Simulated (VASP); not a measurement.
# GaN (P1) in VASP: single point with PBE

Aim: the single point of GaN with PBE.

Everything below comes from runs of VASP 6.6.1. Logs are shortened: lines on timing, memory, paths and dates and some standing lists are left out, and cuts for length are marked.

## Step 1: The cell of the first run

The typed cell holds 192 atoms: a = 12.756 Å, b = 12.756 Å, c = 15.577 Å, α = 90.00°, β = 90.00°, γ = 120.00°.

## Step 2: Single point, PBE

The input, INCAR:

```
ALGO = Normal
EDIFF = 1E-6
ENCUT = 600
GGA = PE
GGA_COMPAT = F
ISIF = 2
ISMEAR = 0
LASPH = T
LCHARG = F
LREAL = Auto
LWAVE = F
NBANDS = 966
NCORE = 4
NELM = 120
PREC = Accurate
SIGMA = 0.01
```

The input, KPOINTS:

```
k-points
0
Gamma
  1 1 1
```

The input, POSCAR:

```
GaN
1.0
   12.7557200000      0.0000000000      0.0000000000
   -6.3778600000     11.0467800000      0.0000000000
    0.0000000000      0.0000000000     15.5770710000
Ga N
96 96
Direct
    0.1739990000      0.0812550000      0.1673750000
    0.0837930000      0.1692860000      0.3294280000
    0.1638230000      0.0846570000      0.4982890000
    0.0733050000      0.1704010000      0.6653550000
    0.1618460000      0.0878600000      0.8297780000
    0.0826850000      0.1667270000      1.0002570000
[... 184 lines left out ...]
    0.9121700000      0.8366810000      0.9598830000
    0.8295990000      0.9141380000      0.7923300000
```

Potentials or basis: VASP PAW PBE potentials, release 64 (Ga_d, N).

Launch:

```bash
cat potpaw_PBE.64/Ga_d/POTCAR potpaw_PBE.64/N/POTCAR > POTCAR
mpirun -np 8 vasp_gam > vasp.out
```

OUTCAR:

```text
EDIFF = 1E-6
   ENCUT = 600
   GGA = PE
   ISIF = 2
   ISMEAR = 0
   LASPH = T
   LREAL = Auto
   NELM = 120
   PREC = Accurate

 ion  position               nearest neighbor table
   1  0.174  0.081  0.167- 122 1.87  97 1.90 116 1.90  98 2.07
   2  0.084  0.169  0.329- 169 1.92 103 1.97  97 1.98 100 2.02
   3  0.164  0.085  0.498- 100 1.87 118 1.94 124 1.94  99 1.99
   4  0.073  0.170  0.665- 171 1.85 105 1.95 102 1.96  99 2.05
   5  0.162  0.088  0.830- 102 1.84 101 1.86 126 1.99 120 2.00
   6  0.083  0.167  0.000- 107 1.93  98 1.94 173 1.95 101 1.99
[... 184 lines left out ...]
 191  0.912  0.837  0.960-  96 1.82  90 1.92  24 1.97  95 2.00
 192  0.830  0.914  0.792-  71 1.90  95 1.95  77 1.97  94 2.03

  LATTYP: Found a hexagonal cell.
 ALAT       =    12.7557200000
 C/A-ratio  =     1.2211832025

  Lattice vectors:

 A1 = (  12.7557200000,   0.0000000000,   0.0000000000)
 A2 = (  -6.3778600000,  11.0467800000,   0.0000000000)
 A3 = (   0.0000000000,   0.0000000000,  15.5770710000)

Analysis of symmetry for initial positions (statically):
=====================================================================
 Subroutine PRICEL returns:
 Original cell was already a primitive cell.

 Routine SETGRP: Setting up the symmetry group for a
 hexagonal supercell.

 Subroutine GETGRP returns: Found  1 space group operations
 (whereof  1 operations were pure point group operations)
 out of a pool of 24 trial point group operations.

The static configuration has the point symmetry C_1 .

Analysis of symmetry for dynamics (positions and initial velocities):
=====================================================================
 Subroutine PRICEL returns:
 Original cell was already a primitive cell.

 Routine SETGRP: Setting up the symmetry group for a
 hexagonal supercell.

 Subroutine GETGRP returns: Found  1 space group operations
 (whereof  1 operations were pure point group operations)
 out of a pool of 24 trial point group operations.

The dynamic configuration has the point symmetry C_1 .

 Subroutine INISYM returns: Found  1 space group operations
 (whereof  1 operations are pure point group operations),
 and found     1 'primitive' translations

----------------------------------------------------------------------------------------

                                     Primitive cell

  volume of cell :    2194.9594

  direct lattice vectors                    reciprocal lattice vectors
    12.755720000  0.000000000  0.000000000     0.078396202  0.045262058  0.000000000
    -6.377860000 11.046780000  0.000000000     0.000000000  0.090524117  0.000000000
     0.000000000  0.000000000 15.577071000     0.000000000  0.000000000  0.064196921

  length of vectors
    12.755720000 12.755722110 15.577071000     0.090524132  0.090524117  0.064196921

  position of ions in fractional coordinates (direct lattice)
     0.173999000  0.081255000  0.167375000
     0.083793000  0.169286000  0.329428000
     0.163823000  0.084657000  0.498289000
     0.073305000  0.170401000  0.665355000
     0.161846000  0.087860000  0.829778000
     0.082685000  0.166727000  0.000257000
[... 151 lines left out ...]
     0.583911000  0.670662000  0.125519000
     0.665038000  0.587569000  0.622128000
   k-points           NKPTS =      1   k-points in BZ     NKDIM =      1   number of bands    NBANDS=    966
   number of dos      NEDOS =    301   number of ions     NIONS =    192
   total plane-waves  NPLWV = ******
   dimension x,y,z NGX =   108 NGY =  108 NGZ =  126
   dimension x,y,z NGXF=   216 NGYF=  216 NGZF=  252
   ions per type =              96  96
   NGX,Y,Z   is equivalent  to a cutoff of  14.08, 14.08, 13.45 a.u.
   NGXF,Y,Z  is equivalent  to a cutoff of  28.15, 28.15, 26.89 a.u.
 SYSTEM =  unknown system
   PREC   = accura    normal or accurate (medium, high low for compatibility)
   ISTART =      0    job   : 0-new  1-cont  2-samecut
   ICHARG =      2    charge: 1-file 2-atom 10-const
   ISPIN  =      1    spin polarized calculation?
   LNONCOLLINEAR =      F non collinear calculations
   LSORBIT =      F    spin-orbit coupling
   LASPH  =      T    aspherical Exc in radial PAW
   ENCUT  =  600.0 eV  44.10 Ry    6.64 a.u.  25.48 25.48 31.11*2*pi/ulx,y,z
   NELM   =    120;   NELMIN=  2; NELMDL= -5     # of ELM steps
   EDIFF  = 0.1E-05   stopping-criterion for ELM
   LREAL  =      T    real-space projection
   EDIFFG = 0.1E-04   stopping-criterion for IOM
   NSW    =      0    number of steps for IOM
   IBRION =     -1    ionic relax: 0-MD 1-quasi-New 2-CG
   NFREE  =      0    steps in history (QN), initial steepest desc. (CG)
   ISIF   =      2    stress and relaxation
   ISYM   =      2    0-nonsym 1-usesym 2-fastsym
   POTIM  = 0.5000    time-step for ionic-motion
   TEBEG  =    0.0;   TEEND  =   0.0 temperature during run
   PSTRESS=    0.0 pullay stress
   NELECT =    1728.0000    total number of electrons
   NUPDOWN=      -1.0000    fix difference up-down
   EMIN   =  10.00;   EMAX   =-10.00  energy-range for DOS
   EFERMI =   0.00;   METHOD = LEGACY
   ISMEAR =     0;   SIGMA  =   0.01  broadening in eV -4-tet -1-fermi 0-gaus
   EFERMI_NEDOS =   21; number of points for ismear=-14 and -15
   IALGO  =     38    algorithm
   IMIX   =      4    mixing-type and parameters
     AMIX     =   0.40;   BMIX     =  1.00
     AMIX_MAG =   1.60;   BMIX_MAG =  1.00
  volume/ion in A,a.u.               =      11.43        77.15
  Fermi-wavevector in a.u.,A,eV,Ry     =   1.511636  2.856578 31.089906  2.285044
  Thomas-Fermi vector in A             =   2.621667
   LORBIT       =      0    0 simple, 1 ext, 2 COOP (PROOUT), +10 PAW based schemes
   GGA     = PE    functional components
   LHFCALC =     F    Hartree Fock is set to
   AEXX    =    0.0000 exact exchange contribution
   IVDW    =     0    specifies the selected vdW correction
   LEPSILON=     F    determine dielectric tensor
   LRPA    =     F    only Hartree local field effects (RPA)
 non-spin polarized calculation
 Gauss-broadening in eV      SIGMA  =   0.01
  energy-cutoff  :      600.00
  volume of cell :     2194.96
 maximum number of plane-waves:     36608
 NGX is ok and might be reduce to   108
   NGX = 51   NGY = 51   NGZ = 63

 number of electron    1728.0000054 magnetization

 Free energy of the ion-electron system (eV)
  ---------------------------------------------------
  ext. energy  EPLUGINS =         0.00000000
  ---------------------------------------------------
  free energy    TOTEN  =     -1155.19434268 eV

  energy without entropy =    -1155.19434268  energy(sigma->0) =    -1155.19434268

 E-fermi :   5.4580     XC(G=0): -11.6586

 val. band max:        5.3866454351   @ k =   0.0000   0.0000   0.0000
 cond. band min:       7.1905795238   @ k =   0.0000   0.0000   0.0000
 fundamental gap:      1.8039340887
 Fermi energy:         5.4579952814

 k-point     1 :       0.0000    0.0000    0.0000
  band No.  band energies     occupation
      1     -10.7935      2.00000
      2     -10.6200      2.00000
      3     -10.5245      2.00000
      4     -10.4408      2.00000
      5     -10.4120      2.00000
      6     -10.3836      2.00000
[... 868 lines left out ...]
    875       9.4404      0.00000
    876       9.4728      0.00000
 [bands above 876 left out]

------------------------ aborting loop because EDIFF is reached ----------------------------------------

  FORCE on cell =-STRESS in cart. coord.  units (eV):
  Direction    XX          YY          ZZ          XY          YZ          ZX
  --------------------------------------------------------------------------------------
  -------------------------------------------------------------------------------------
  Total       89.7838958     88.3573020     77.0146782      1.6316425      0.5925374      1.1663119
  in kB       65.5363948     64.4950742     56.2156978      1.1909927      0.4325137      0.8513317
  external PRESSURE =      62.0823889 kB  Pullay stress =       0.0000000 kB

 VOLUME and BASIS-vectors are now :
 -----------------------------------------------------------------------------
  energy-cutoff  :      600.00
  volume of cell :     2194.96
      direct lattice vectors                 reciprocal lattice vectors
    12.755720000  0.000000000  0.000000000     0.078396202  0.045262058  0.000000000
    -6.377860000 11.046780000  0.000000000     0.000000000  0.090524117  0.000000000
     0.000000000  0.000000000 15.577071000     0.000000000  0.000000000  0.064196921

 POSITION                                       TOTAL-FORCE (eV/Angst)
 -----------------------------------------------------------------------------------
      1.70125      0.89761      2.60721        -1.828393      0.228504     -0.186928
     -0.01084      1.87007      5.13152         0.337620      0.090826      0.660901
      1.54975      0.93519      7.76188         0.571281     -0.202474      0.695325
     -0.15174      1.88238     10.36428         2.180228      0.100540     -0.054446
      1.50410      0.97057     12.92551         1.741642     -1.280491     -0.357869
     -0.00865      1.84180      0.00400         0.102751     -0.445993     -0.192335
[... 184 lines left out ...]
      6.29915      9.24263     14.95217         2.084449     -0.730526     -0.800775
      4.75189     10.09828     12.34218         0.574365      0.734527     -0.766875
 -----------------------------------------------------------------------------------
    total drift:                                0.000262     -0.012267     -0.013039

  FREE ENERGIE OF THE ION-ELECTRON SYSTEM (eV)
  ---------------------------------------------------
  free  energy   TOTEN  =     -1155.1943426756 eV

  energy  without entropy=    -1155.1943426756  energy(sigma->0) =    -1155.19434268
```

Wall time 36 min (8 MPI ranks of AMD EPYC 7R13 (Zen 3), shared host); peak memory 0.58 GiB.

What came out:

- Free energy: -1155.1943 eV
- Pressure: 6.2 GPa
- Largest force: 3.654 eV/Å
- Band gap on the k mesh: 1.80 eV

Caveat: the k points lie up to 0.57 Å⁻¹ apart; forces of over 1 eV/Å act on the atoms, so gaps and moduli don't describe the material at rest. A k mesh can miss the band edges.
